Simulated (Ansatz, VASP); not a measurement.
**Two plane-wave programs on Ru**

```
Ru
1.0
     2.72003    0.00000    0.00000
    -1.36001    2.35561    0.00000
     0.00000    0.00000    4.29677
Ru
2
Direct
  0.33333 0.66667 0.25000
  0.66667 0.33333 0.75000
```

Alike in both runs: task single point; functional PBE; k mesh 12 × 12 × 8; occupations gaussian, width 0.15 eV; no spin polarisation.

|  | VASP | Ansatz |
| --- | --- | --- |
| version | VASP 6.6.1 | Ansatz 0.2.0 |
| potentials or method | VASP PAW PBE potentials, release 64 (Ru_pv), cutoff 520 eV | scalar-relativistic, plane waves, PAW |
| valence electrons in the cell | 28 | 32 |

Ansatz gave:

- gap on the k mesh at the Fermi level (eV): none
- pressure (GPa): 0.0

Question: Estimate VASP's values.

Answer: gap on the k mesh at the Fermi level (eV): none; pressure (GPa): -0.1.

A gap of «none» marks a metal or a gap that the smearing closes. VASP's potentials hold 28 valence electrons a cell and Ansatz's 32, so a difference there can come from the potentials and not from the codes.
